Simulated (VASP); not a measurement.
# Ca (P6/mmm) in VASP: further runs

Ca is run at these levels: LDA; tasks: single point.

Everything below comes from runs of VASP 6.6.1. Logs are shortened: lines on timing, memory, paths and dates and some standing lists are left out, and cuts for length are marked.

### Step 1. The cell of the first run

It takes space group P6/mmm (No. 191, hexagonal). The conventional cell has a = 5.901 Å, b = 5.901 Å, c = 3.520 Å, α = 90.00°, β = 90.00°, γ = 120.00°. Ca (site symmetry 6/mmm) has 14 Ca at 3.52 to 3.83 Å within 4.6 Å. Within 4.5 Å of Ca (site symmetry -6m2) lie 11 Ca at 3.41 to 3.83 Å.

This isn't the form of Ca at room conditions, which is fcc.

### Step 2. Single point, LDA (35.38 Å³/atom)

The input, INCAR:

```
ALGO     = Normal         # electronic algorithm
EDIFF    = 1E-6           # SCF threshold, eV
ENCUT    = 520            # plane-wave cutoff, eV
ISIF     = 2              # what is computed and relaxed
ISMEAR   = -1             # smearing method
LASPH    = True           # aspherical terms in the spheres
LCHARG   = True           # write CHGCAR
LELF     = True           # ELF
LREAL    = False          # projectors in reciprocal space
LVHAR    = True         
LWAVE    = False          # write WAVECAR
NBANDS   = 22             # bands
NELM     = 80             # most SCF steps
PREC     = Accurate       # precision mode
SIGMA    = 0.1            # smearing width, eV
```

The input, KPOINTS:

```
k-points
0
Gamma
  7 7 10
```

The input, POSCAR:

```
Ca
1.0
    5.9009609446      0.0000000000      0.0000000000
   -2.9504804723      5.1103820847      0.0000000000
    0.0000000000      0.0000000000      3.5195128621
Ca
3
Direct
    0.0000000000      1.0000000000      0.0000000000
    0.3333333333      0.6666666667      0.5000000000
    0.6666666667      0.3333333333      0.5000000000
```

Potentials or basis: VASP PAW LDA potentials, release 64 (Ca_sv).

The run is started by

```
$ cat potpaw_LDA.64/Ca_sv/POTCAR > POTCAR
$ mpirun -np 1 vasp_std > vasp.out
```

OUTCAR:

```text
EDIFF = 1E-6
   ENCUT = 520
   ISIF = 2
   ISMEAR = -1
   LASPH = True
   LREAL = False
   NELM = 80
   PREC = Accurate

 ion  position               nearest neighbor table
   1  0.000  0.000  0.000-
   2  0.333  0.667  0.500-
   3  0.667  0.333  0.500-

  LATTYP: Found a hexagonal cell.
 ALAT       =     5.9009609446
 C/A-ratio  =     0.5964304619

  Lattice vectors:

 A1 = (   5.9009609446,   0.0000000000,   0.0000000000)
 A2 = (  -2.9504804723,   5.1103820847,   0.0000000000)
 A3 = (   0.0000000000,   0.0000000000,   3.5195128621)

Analysis of symmetry for initial positions (statically):
=====================================================================
 Subroutine PRICEL returns:
 Original cell was already a primitive cell.

 Routine SETGRP: Setting up the symmetry group for a
 hexagonal supercell.

 Subroutine GETGRP returns: Found 24 space group operations
 (whereof 24 operations were pure point group operations)
 out of a pool of 24 trial point group operations.

The static configuration has the point symmetry D_6h.

Analysis of symmetry for dynamics (positions and initial velocities):
=====================================================================
 Subroutine PRICEL returns:
 Original cell was already a primitive cell.

 Routine SETGRP: Setting up the symmetry group for a
 hexagonal supercell.

 Subroutine GETGRP returns: Found 24 space group operations
 (whereof 24 operations were pure point group operations)
 out of a pool of 24 trial point group operations.

The dynamic configuration has the point symmetry D_6h.

 Subroutine INISYM returns: Found 24 space group operations
 (whereof 24 operations are pure point group operations),
 and found     1 'primitive' translations

----------------------------------------------------------------------------------------

                                     Primitive cell

  volume of cell :     106.1350

  direct lattice vectors                    reciprocal lattice vectors
     5.900960945  0.000000000  0.000000000     0.169463925  0.097840042  0.000000000
    -2.950480472  5.110382085  0.000000000     0.000000000  0.195680085  0.000000000
     0.000000000  0.000000000  3.519512862     0.000000000  0.000000000  0.284130230

  length of vectors
     5.900960945  5.900960945  3.519512862     0.195680085  0.195680085  0.284130230

  position of ions in fractional coordinates (direct lattice)
[... 79 lines left out ...]
   ENCUT  =  520.0 eV  38.22 Ry    6.18 a.u.  10.97 10.97  6.54*2*pi/ulx,y,z
   NELM   =     80;   NELMIN=  2; NELMDL= -5     # of ELM steps
   EDIFF  = 0.1E-05   stopping-criterion for ELM
   LREAL  =      F    real-space projection
   EDIFFG = 0.1E-04   stopping-criterion for IOM
   NSW    =      0    number of steps for IOM
   IBRION =     -1    ionic relax: 0-MD 1-quasi-New 2-CG
   NFREE  =      0    steps in history (QN), initial steepest desc. (CG)
   ISIF   =      2    stress and relaxation
   ISYM   =      2    0-nonsym 1-usesym 2-fastsym
   POTIM  = 0.5000    time-step for ionic-motion
   TEBEG  =    0.0;   TEEND  =   0.0 temperature during run
   PSTRESS=    0.0 pullay stress
   NELECT =      30.0000    total number of electrons
   NUPDOWN=      -1.0000    fix difference up-down
   EMIN   =  10.00;   EMAX   =-10.00  energy-range for DOS
   EFERMI =   0.00;   METHOD = LEGACY
   ISMEAR =    -1;   SIGMA  =   0.10  broadening in eV -4-tet -1-fermi 0-gaus
   EFERMI_NEDOS =   21; number of points for ismear=-14 and -15
   IALGO  =     38    algorithm
   IMIX   =      4    mixing-type and parameters
     AMIX     =   0.40;   BMIX     =  1.00
     AMIX_MAG =   1.60;   BMIX_MAG =  1.00
  volume/ion in A,a.u.               =      35.38       238.74
  Fermi-wavevector in a.u.,A,eV,Ry     =   1.074391  2.030305 15.705423  1.154316
  Thomas-Fermi vector in A             =   2.210218
   LORBIT       =      0    0 simple, 1 ext, 2 COOP (PROOUT), +10 PAW based schemes
   GGA     = CA    functional components
   LHFCALC =     F    Hartree Fock is set to
   AEXX    =    0.0000 exact exchange contribution
   IVDW    =     0    specifies the selected vdW correction
   LEPSILON=     F    determine dielectric tensor
   LRPA    =     F    only Hartree local field effects (RPA)
 non-spin polarized calculation
  energy-cutoff  :      520.00
  volume of cell :      106.14
 maximum number of plane-waves:      2885
 NGX is ok and might be reduce to    48
   NGX = 21   NGY = 21   NGZ = 13

 number of electron      29.9999997 magnetization

 Free energy of the ion-electron system (eV)
  ---------------------------------------------------
  ext. energy  EPLUGINS =         0.00000000
  ---------------------------------------------------
  free energy    TOTEN  =        -6.47665451 eV

  energy without entropy =       -6.32053558  energy(sigma->0) =       -6.39859504

 E-fermi :   2.5413     XC(G=0):  -8.5506

 val. band max:        2.5395724719   @ k =   0.1429  -0.0000   0.4000
 cond. band min:       2.5478424747   @ k =   0.4286   0.1429   0.5000
 fundamental gap:      0.0082700028
 Fermi energy:         2.5413162719

 k-point     1 :       0.0000    0.0000    0.0000
  band No.  band energies     occupation
      1     -38.6608      2.00000
      2     -38.6155      2.00000
      3     -38.5777      2.00000
      4     -20.0708      2.00000
      5     -20.0708      2.00000
      6     -19.9433      2.00000
[... 589 lines left out ...]
     21       4.4089      0.00000
     22       4.9821      0.00000

 [... further k-points ...]

------------------------ aborting loop because EDIFF is reached ----------------------------------------

  FORCE on cell =-STRESS in cart. coord.  units (eV):
  Direction    XX          YY          ZZ          XY          YZ          ZX
  --------------------------------------------------------------------------------------
  -------------------------------------------------------------------------------------
  Total        1.1895810      1.1895810      1.0379485     -0.0000000     -0.0000000     -0.0000000
  in kB       17.9575029     17.9575029     15.6685113     -0.0000000     -0.0000000     -0.0000000
  external PRESSURE =      17.1945057 kB  Pullay stress =       0.0000000 kB

 VOLUME and BASIS-vectors are now :
 -----------------------------------------------------------------------------
  energy-cutoff  :      520.00
  volume of cell :      106.14
      direct lattice vectors                 reciprocal lattice vectors
     5.900960945  0.000000000  0.000000000     0.169463925  0.097840042  0.000000000
    -2.950480472  5.110382085  0.000000000     0.000000000  0.195680085  0.000000000
     0.000000000  0.000000000  3.519512862     0.000000000  0.000000000  0.284130230

 POSITION                                       TOTAL-FORCE (eV/Angst)
 -----------------------------------------------------------------------------------
      0.00000      0.00000      0.00000        -0.000000      0.000000      0.000000
     -0.00000      3.40692      1.75976        -0.000000      0.000000      0.000000
      2.95048      1.70346      1.75976         0.000000      0.000000      0.000000
 -----------------------------------------------------------------------------------
    total drift:                               -0.000000      0.000000     -0.000000

  FREE ENERGIE OF THE ION-ELECTRON SYSTEM (eV)
  ---------------------------------------------------
  free  energy   TOTEN  =        -6.4766545057 eV

  energy  without entropy=       -6.3205355819  energy(sigma->0) =       -6.39859504
```

OSZICAR:

```text
N       E                     dE             d eps       ncg     rms          rms(c)
DAV:   1     0.285576115286E+03    0.28558E+03   -0.14833E+04  2112   0.128E+03
DAV:   2     0.895614279370E+01   -0.27662E+03   -0.27228E+03  2220   0.375E+02
DAV:   3    -0.544876489239E+01   -0.14405E+02   -0.13858E+02  4044   0.653E+01
DAV:   4    -0.652431044791E+01   -0.10755E+01   -0.10663E+01  3242   0.156E+01
DAV:   5    -0.655760685655E+01   -0.33296E-01   -0.33278E-01  3118   0.287E+00    0.387E+00
DAV:   6    -0.649684517967E+01    0.60762E-01   -0.89186E-02  2974   0.226E+00    0.224E+00
DAV:   7    -0.647753844418E+01    0.19307E-01   -0.57578E-02  2606   0.225E+00    0.219E-01
DAV:   8    -0.647657525153E+01    0.96319E-03   -0.59404E-03  2844   0.632E-01    0.102E-01
DAV:   9    -0.647665244161E+01   -0.77190E-04   -0.75382E-04  3518   0.179E-01    0.170E-02
DAV:  10    -0.647665333590E+01   -0.89430E-06   -0.40788E-05  3064   0.527E-02    0.818E-03
DAV:  11    -0.647665448922E+01   -0.11533E-05   -0.30153E-06  2356   0.170E-02    0.824E-03
DAV:  12    -0.647665450575E+01   -0.16533E-07   -0.11210E-06  1800   0.115E-02
   1 F= -.64766545E+01 E0= -.63985950E+01  d E =-.156119E+00
```

Wall time 1.7 min (1 thread of Intel Xeon Platinum 8488C (Sapphire Rapids), shared host); peak memory 0.24 GiB.

Results:

| Quantity | Value |
| --- | --- |
| Free energy | -6.4767 eV |
| Pressure | 1.7 GPa |
| Band gap on the k mesh | zero (bands 15 and 16 overlap by 0.22 eV) |

Stress tensor (GPa, compression positive):
```
1.80 0.00 0.00
0.00 1.80 0.00
0.00 0.00 1.57
```

Levels at points of the mesh, in eV from the Fermi level:
| k point | band 13 | band 14 | band 15 | band 16 | band 17 | band 18 |
| --- | --- | --- | --- | --- | --- | --- |
| (0.00, 0.00, 0.00) | -4.33 | -0.03 | 0.18 | 0.18 | 0.23 | 0.23 |
| (0.00, 0.00, 0.50) | -1.47 | -1.09 | 0.02 | 0.02 | 0.22 | 0.22 |

### Step 3. Single point, LDA (36.92 Å³/atom)

This run uses another cell than the first one, of 36.92 Å³/atom.

The input, INCAR:

```
SYSTEM = Ca
ALGO = Normal
EDIFF = 1E-6
ENCUT = 520
GGA = CA
ISIF = 2
ISMEAR = -1
LASPH = .TRUE.
LCHARG = .FALSE.
LREAL = .FALSE.
LWAVE = .FALSE.
NBANDS = 22
NELM = 100
PREC = Accurate
SIGMA = 0.1
```

The input, KPOINTS:

```
k-points
0
G
  7 7 10
  0 0 0
```

The input, POSCAR:

```
Ca
1.0
    5.9852717775      0.0000000000      0.0000000000
   -2.9926358887      5.1833974078      0.0000000000
    0.0000000000      0.0000000000      3.5697984112
Ca
3
Direct
    0.0000000000      1.0000000000      0.0000000000
    0.3333333333      0.6666666667      0.5000000000
    0.6666666667      0.3333333333      0.5000000000
```

Potentials or basis: VASP PAW LDA potentials, release 64 (Ca_sv).

The run is started by

```
$ cat potpaw_LDA.64/Ca_sv/POTCAR > POTCAR
$ mpirun -np 1 vasp_std > vasp.out
```

Wall time 91 s (1 thread of Intel Xeon Platinum 8488C (Sapphire Rapids), shared host); peak memory 0.25 GiB.

The run converged. Its results:

```
Free energy            : -6.5135 eV
Pressure               : 0.8 GPa
Band gap on the k mesh : zero (bands 15 and 16 overlap by 0.23 eV)
```

Stress tensor (GPa, compression positive):
```
0.82 0.00 0.00
0.00 0.82 0.00
0.00 0.00 0.72
```

Levels at points of the mesh, in eV from the Fermi level:
```
           k point  band 13  band 14  band 15  band 16  band 17  band 18
(0.00, 0.00, 0.00)    -4.26     0.00     0.17     0.17     0.21     0.21
(0.00, 0.00, 0.50)    -1.48    -1.11     0.07     0.07     0.25     0.25
```

### Step 4. Single point, LDA (38.45 Å³/atom)

This run uses another cell than the first one, of 38.45 Å³/atom.

The input, INCAR:

```
SYSTEM = Ca
PREC     = Accurate       ! precision mode
ENCUT    = 520            ! plane-wave cutoff, eV
EDIFF    = 1E-6           ! SCF threshold, eV
ISMEAR   = -1             ! smearing method
SIGMA    = 0.1            ! smearing width, eV
LREAL    = .False.        ! projectors in reciprocal space
LASPH    = .True.         ! aspherical terms in the spheres
NELM     = 100            ! most SCF steps
ALGO     = Normal         ! electronic algorithm
ISIF     = 2              ! what is computed and relaxed
LWAVE    = .False.        ! write WAVECAR
LCHARG   = .False.        ! write CHGCAR
GGA      = CA             ! functional
NBANDS   = 22             ! bands
```

The input, KPOINTS:

```
Automatic mesh
0
Gamma
  7 7 10
  0 0 0
```

The input, POSCAR:

```
Ca
1.0
    6.0672719915      0.0000000000      0.0000000000
   -3.0336359957      5.2544116763      0.0000000000
    0.0000000000      0.0000000000      3.6187058367
Ca
3
Direct
    0.0000000000      1.0000000000      0.0000000000
    0.3333333333      0.6666666667      0.5000000000
    0.6666666667      0.3333333333      0.5000000000
```

The run is started by

```
$ cat potpaw_LDA.64/Ca_sv/POTCAR > POTCAR
$ mpirun -np 1 vasp_std > vasp.out
```

It took 100 s on 1 thread of Intel Xeon Platinum 8488C (Sapphire Rapids), shared host; peak memory 0.25 GiB.

Results (log left out):

```yaml
Free_energy: -6.5255 eV
Pressure: 0.0 GPa
Band_gap_on_the_k_mesh: zero (bands 15 and 16 overlap by 0.23 eV)
```

Levels at points of the mesh, in eV from the Fermi level:
```tsv
k point	band 11	band 12	band 13	band 14	band 15	band 16	band 17	band 18	band 19	band 20
(0.00, 0.00, 0.00)	-22.56	-22.55	-4.20	0.01	0.16	0.16	0.19	0.19	0.76	1.99
(0.00, 0.00, 0.50)	-22.59	-22.59	-1.49	-1.12	0.12	0.12	0.28	0.28	1.88	1.88
```

### Step 5. The runs side by side

| cell | gap on the mesh (eV) | pressure (GPa) |
| --- | --- | --- |
| a = 5.901, b = 5.901, c = 3.520 Å, angles 90.0, 90.0, 120.0°, 3 atoms | none | 1.7 |
| a = 5.985, b = 5.985, c = 3.570 Å, angles 90.0, 90.0, 120.0°, 3 atoms | none | 0.8 |
| a = 6.067, b = 6.067, c = 3.619 Å, angles 90.0, 90.0, 120.0°, 3 atoms | none | 0.0 |

Alike in all rows: task single point; level LDA; potentials or basis VASP PAW LDA potentials, release 64 (Ca_sv); no spin polarisation; k mesh 7 × 7 × 10; cutoff (eV) 520; smearing fermi-dirac 0.1 eV.

Absolute energies hang on the potentials; compare differences alone.
